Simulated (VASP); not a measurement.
# TiN (Osbornite) (Fm-3m) in VASP: further runs

TiN (Osbornite) is run at these levels: PBE, r2SCAN; tasks: single point.

Everything below comes from runs of VASP 6.6.1. Logs are shortened: lines on timing, memory, paths and dates and some standing lists are left out, and cuts for length are marked.

**1. The cell of the first run**

Symmetry: Fm-3m, No. 225, cubic system. Conventional cell: a = 4.247 Å, b = 4.247 Å, c = 4.247 Å, α = 90.00°, β = 90.00°, γ = 90.00°. Within 2.8 Å of Ti (site symmetry m-3m) lie 6 N at 2.12 Å. Within 2.8 Å of N (site symmetry m-3m) lie 6 Ti at 2.12 Å.

**2. Single point, PBE**

The input, INCAR:

```
SYSTEM = TiN
PREC = Accurate
ENCUT = 520
EDIFF = 1E-6
ISMEAR = -1
SIGMA = 0.1
LREAL = .FALSE.
LASPH = .TRUE.
NELM = 60
ALGO = Normal
ISIF = 2
LWAVE = .FALSE.
LCHARG = .FALSE.
GGA = PE
NBANDS = 16
```

The input, KPOINTS:

```
Automatic mesh
0
G
  13 13 13
  0 0 0
```

The input, POSCAR:

```
TiN
1.0
    0.0000000000      2.1235713961      2.1235713961
    2.1235713961      0.0000000000      2.1235713961
    2.1235713961      2.1235713961      0.0000000000
Ti N
1 1
Direct
    0.0000000000      0.0000000000      0.0000000000
    0.5000000000      0.5000000000      0.5000000000
```

Potentials or basis: VASP PAW PBE potentials, release 64 (Ti_sv, N).

On the command line:

```
cat potpaw_PBE.64/Ti_sv/POTCAR potpaw_PBE.64/N/POTCAR > POTCAR
mpirun -np 1 vasp_std > vasp.out
```

OUTCAR:

```text
SYSTEM = TiN
   PREC = Accurate
   ENCUT = 520
   EDIFF = 1E-6
   ISMEAR = -1
   LREAL = .FALSE.
   LASPH = .TRUE.
   NELM = 60
   ISIF = 2
   GGA = PE

 ion  position               nearest neighbor table
   1  0.000  0.000  0.000-   2 2.12   2 2.12   2 2.12   2 2.12   2 2.12   2 2.12
   2  0.500  0.500  0.500-   1 2.12   1 2.12   1 2.12   1 2.12   1 2.12   1 2.12

  LATTYP: Found a face centered cubic cell.
 ALAT       =     4.2471427922

  Lattice vectors:

 A1 = (   0.0000000000,   2.1235713961,   2.1235713961)
 A2 = (   2.1235713961,   0.0000000000,   2.1235713961)
 A3 = (   2.1235713961,   2.1235713961,   0.0000000000)

Analysis of symmetry for initial positions (statically):
=====================================================================
 Subroutine PRICEL returns:
 Original cell was already a primitive cell.

 Routine SETGRP: Setting up the symmetry group for a
 face centered cubic supercell.

 Subroutine GETGRP returns: Found 48 space group operations
 (whereof 48 operations were pure point group operations)
 out of a pool of 48 trial point group operations.

The static configuration has the point symmetry O_h .

Analysis of symmetry for dynamics (positions and initial velocities):
=====================================================================
 Subroutine PRICEL returns:
 Original cell was already a primitive cell.

 Routine SETGRP: Setting up the symmetry group for a
 face centered cubic supercell.

 Subroutine GETGRP returns: Found 48 space group operations
 (whereof 48 operations were pure point group operations)
 out of a pool of 48 trial point group operations.

The dynamic configuration has the point symmetry O_h .

 Subroutine INISYM returns: Found 48 space group operations
 (whereof 48 operations are pure point group operations),
 and found     1 'primitive' translations

----------------------------------------------------------------------------------------

                                     Primitive cell

  volume of cell :      19.1527

  direct lattice vectors                    reciprocal lattice vectors
     0.000000000  2.123571396  2.123571396    -0.235452409  0.235452409  0.235452409
     2.123571396  0.000000000  2.123571396     0.235452409 -0.235452409  0.235452409
     2.123571396  2.123571396  0.000000000     0.235452409  0.235452409 -0.235452409
[... 74 lines left out ...]
 SYSTEM =  TiN
   PREC   = accura    normal or accurate (medium, high low for compatibility)
   ISTART =      0    job   : 0-new  1-cont  2-samecut
   ICHARG =      2    charge: 1-file 2-atom 10-const
   ISPIN  =      1    spin polarized calculation?
   LNONCOLLINEAR =      F non collinear calculations
   LSORBIT =      F    spin-orbit coupling
   LASPH  =      T    aspherical Exc in radial PAW
   ENCUT  =  520.0 eV  38.22 Ry    6.18 a.u.   5.58  5.58  5.58*2*pi/ulx,y,z
   NELM   =     60;   NELMIN=  2; NELMDL= -5     # of ELM steps
   EDIFF  = 0.1E-05   stopping-criterion for ELM
   LREAL  =      F    real-space projection
   EDIFFG = 0.1E-04   stopping-criterion for IOM
   NSW    =      0    number of steps for IOM
   IBRION =     -1    ionic relax: 0-MD 1-quasi-New 2-CG
   NFREE  =      0    steps in history (QN), initial steepest desc. (CG)
   ISIF   =      2    stress and relaxation
   ISYM   =      2    0-nonsym 1-usesym 2-fastsym
   POTIM  = 0.5000    time-step for ionic-motion
   TEBEG  =    0.0;   TEEND  =   0.0 temperature during run
   PSTRESS=    0.0 pullay stress
   NELECT =      17.0000    total number of electrons
   NUPDOWN=      -1.0000    fix difference up-down
   EMIN   =  10.00;   EMAX   =-10.00  energy-range for DOS
   EFERMI =   0.00;   METHOD = LEGACY
   ISMEAR =    -1;   SIGMA  =   0.10  broadening in eV -4-tet -1-fermi 0-gaus
   EFERMI_NEDOS =   21; number of points for ismear=-14 and -15
   IALGO  =     38    algorithm
   IMIX   =      4    mixing-type and parameters
     AMIX     =   0.40;   BMIX     =  1.00
     AMIX_MAG =   1.60;   BMIX_MAG =  1.00
  volume/ion in A,a.u.               =       9.58        64.62
  Fermi-wavevector in a.u.,A,eV,Ry     =   1.573310  2.973125 33.678556  2.475304
  Thomas-Fermi vector in A             =   2.674613
   LORBIT       =      0    0 simple, 1 ext, 2 COOP (PROOUT), +10 PAW based schemes
   GGA     = PE    functional components
   LHFCALC =     F    Hartree Fock is set to
   AEXX    =    0.0000 exact exchange contribution
   IVDW    =     0    specifies the selected vdW correction
   LEPSILON=     F    determine dielectric tensor
   LRPA    =     F    only Hartree local field effects (RPA)
 non-spin polarized calculation
  energy-cutoff  :      520.00
  volume of cell :       19.15
 maximum number of plane-waves:       533
   NGX = 11   NGY = 11   NGZ = 11

 number of electron      17.0000002 magnetization

 Free energy of the ion-electron system (eV)
  ---------------------------------------------------
  ext. energy  EPLUGINS =         0.00000000
  ---------------------------------------------------
  free energy    TOTEN  =       -19.65191891 eV

  energy without entropy =      -19.62495766  energy(sigma->0) =      -19.63843828

 E-fermi :  11.4048     XC(G=0): -12.9985

 val. band max:       11.3354757850   @ k =  -0.1538   0.2308   0.0769
 cond. band min:      11.4483252695   @ k =  -0.1538   0.1538   0.0000
 fundamental gap:      0.1128494845
 Fermi energy:        11.4048134833

 k-point     1 :       0.0000    0.0000    0.0000
  band No.  band energies     occupation
      1     -46.4768      2.00000
      2     -22.4592      2.00000
      3     -22.4592      2.00000
      4     -22.4592      2.00000
      5      -5.6816      2.00000
      6       9.3580      2.00000
[... 433 lines left out ...]
      3     -22.5803      2.00000
      4     -22.5498      2.00000
      5      -3.6120      2.00000
      6       4.1434      2.00000
[... 8 lines left out ...]
     15      24.4691      0.00000
     16      25.6870      0.00000

 [... further k-points ...]
[... 5 lines left out ...]
  --------------------------------------------------------------------------------------
  -------------------------------------------------------------------------------------
  Total        0.0594581      0.0594581      0.0594581     -0.0000000     -0.0000000      0.0000000
  in kB        4.9738338      4.9738338      4.9738338     -0.0000000     -0.0000000      0.0000000
  external PRESSURE =       4.9738338 kB  Pullay stress =       0.0000000 kB

 VOLUME and BASIS-vectors are now :
 -----------------------------------------------------------------------------
  energy-cutoff  :      520.00
  volume of cell :       19.15
      direct lattice vectors                 reciprocal lattice vectors
     0.000000000  2.123571396  2.123571396    -0.235452409  0.235452409  0.235452409
     2.123571396  0.000000000  2.123571396     0.235452409 -0.235452409  0.235452409
     2.123571396  2.123571396  0.000000000     0.235452409  0.235452409 -0.235452409

 POSITION                                       TOTAL-FORCE (eV/Angst)
 -----------------------------------------------------------------------------------
      0.00000      0.00000      0.00000         0.000000     -0.000000     -0.000000
      2.12357      2.12357      2.12357        -0.000000      0.000000      0.000000
 -----------------------------------------------------------------------------------
    total drift:                                0.000000     -0.000000     -0.000000

  FREE ENERGIE OF THE ION-ELECTRON SYSTEM (eV)
  ---------------------------------------------------
  free  energy   TOTEN  =       -19.6519189086 eV

  energy  without entropy=      -19.6249576558  energy(sigma->0) =      -19.63843828
```

stdout:

```text
POSCAR found type information on POSCAR TiN
 POSCAR found :  2 types and       2 ions
 scaLAPACK will be used
 LDA part: xc-table for (Slater+PW92), standard interpolation
 POSCAR, INCAR and KPOINTS ok, starting setup
 FFT: planning ... GRIDC
 FFT: planning ... GRID_SOFT
 FFT: planning ... GRID
 WAVECAR not read
 entering main loop
```

Run time: 10 s. Hardware: 1 thread of Intel Xeon 6975P-C (Granite Rapids), shared host; peak memory 0.15 GiB.

Results:

```
Free energy : -19.6519 eV
Pressure    : 0.5 GPa
```

**3. Single point, r2SCAN**

This run uses another cell than the first one, of 9.49 Å³/atom, 0.991 times its volume.

The input, POSCAR:

```
TiN
1.0
    0.0000000000      2.1169035941      2.1169035941
    2.1169035941      0.0000000000      2.1169035941
    2.1169035941      2.1169035941      0.0000000000
Ti N
1 1
Direct
    0.0000000000      0.0000000000      0.0000000000
    0.5000000000      0.5000000000      0.5000000000
```

The input, INCAR.step1:

```
SYSTEM = TiN
  PREC = Accurate
  ENCUT = 520
  ISMEAR = -1
  SIGMA = 0.1
  LREAL = .FALSE.
  LASPH = .TRUE.
  NELM = 100
  NBANDS = 16
  GGA = PE
  ALGO = Normal
  EDIFF = 1E-4
  LWAVE = .TRUE.
  LCHARG = .FALSE.
```

The input, INCAR.step2:

```
SYSTEM = TiN
  PREC = Accurate
  ENCUT = 520
  EDIFF = 1E-6
  ISMEAR = -1
  SIGMA = 0.1
  LREAL = .FALSE.
  LASPH = .TRUE.
  NELM = 100
  ALGO = Normal
  ISIF = 2
  LWAVE = .FALSE.
  LCHARG = .FALSE.
  METAGGA = R2SCAN
  LMIXTAU = .TRUE.
  NBANDS = 16
  ISTART = 1
```

The input, KPOINTS:

```
regular mesh
0
G
  13 13 13
  0 0 0
```

Potentials or basis: VASP PAW PBE potentials, release 64 (Ti_sv, N).

On the command line:

```
cat potpaw_PBE.64/Ti_sv/POTCAR potpaw_PBE.64/N/POTCAR > POTCAR
cp INCAR.step1 INCAR
mpirun -np 1 vasp_std > vasp.out
cp INCAR.step2 INCAR
mpirun -np 1 vasp_std > vasp.out
```

Wall time 37 s (1 thread of Intel Xeon 6975P-C (Granite Rapids), shared host); peak memory 0.16 GiB.

Results (log left out):

- Free energy: -26.0291 eV
- Pressure: 1.3 GPa

Levels at points of the mesh, in eV from the Fermi level:
```tsv
k point	band 6	band 7	band 8	band 9	band 10	band 11	band 12	band 13
(0.00, 0.00, 0.00)	-2.40	-2.40	-2.40	-0.63	-0.63	-0.63	0.58	0.58
```

Caveat: the PAW data sets were made with another functional, which shifts forces and pressure a little.
